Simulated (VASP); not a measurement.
**Au: relaxation of cell and atoms with BLYP**

Crystal: Au.

```xyz
2
Lattice="0.0000 2.8394 2.8394 2.8394 0.0000 2.8394 2.8394 2.8394 0.0000" Properties=species:S:1:pos:R:3 pbc="T T T"
Au    0.7099    0.7099    0.7099
Au    4.9690    4.9690    4.9690
```

This isn't the form of Au at room conditions, which is fcc.

```yaml
Program: VASP 6.6.1
Task: relaxation of cell and atoms
Functional: BLYP
Potentials_or_basis: VASP PAW PBE potentials, release 64 (Au)
Cutoff: 600 eV
k_mesh: 10 × 10 × 10
Occupations: fermi-dirac, width 0.1 eV
Spin: no spin polarisation
Dipole_correction: no
Further_INCAR_settings: ALGO = Normal; EDIFF = 1e-06; IBRION = 2; EDIFFG = -0.01; NSW = 80; ISIF = 3
```

```yaml
Relaxed_volume: 31.53 Å³/atom
Relaxed_cell: a = 4.468 Å, b = 4.468 Å, c = 4.468 Å, α = 60.00°, β = 60.00°, γ = 60.00°
Space_group_after_relaxing_to_0.1_Å: Fd-3m (No. 227)
Energy_gained_by_relaxing: 639.8 meV/atom
Ionic_steps: 4
Pressure_after_relaxing: 0.0 GPa
Band_gap_on_the_k_mesh: zero (bands 11 and 12 overlap by 0.65 eV)
```

Step by step:
```csv
step,energy change (eV),largest force (eV/Å),pressure (GPa),volume (Å³)
1,0.0000,0.0000,33.74,45.78
2,-0.7567,0.0000,-5.30,85.74
3,-1.2795,0.0000,-0.23,63.45
4,-1.2797,0.0000,0.03,63.06
```

Final structure:
```yaml
crystal:
  lattice:
    - [0.00000, 3.15920, 3.15920]
    - [3.15920, 0.00000, 3.15920]
    - [3.15920, 3.15920, 0.00000]
  atoms:
    - { symbol: Au, position: [0.12500, 0.12500, 0.12500] }
    - { symbol: Au, position: [0.87500, 0.87500, 0.87500] }
```

Levels at points of the mesh, in eV from the Fermi level:
```csv
k point,band 8,band 9,band 10,band 11,band 12,band 13,band 14,band 15
"(0.00, 0.00, 0.00)",-2.13,-2.13,-1.30,-1.30,7.73,8.96,8.96,8.96
"(0.50, 0.00, 0.00)",-1.93,-1.40,-1.40,-0.49,-0.47,6.44,6.44,8.01
"(0.50, 0.50, 0.00)",-2.54,-1.25,-1.25,0.17,0.17,3.78,3.78,7.80
```

Wall time 5.3 min on 1 thread of Intel Xeon 8259CL (shared host), peak memory 0.2 GiB.

Caveat: the volume moved by over 15 % at a fixed basis, so the end points are rough; the PAW data sets were made with another functional, which shifts forces and pressure a little; spin-orbit coupling is left out, which moves the levels of the heavy elements.
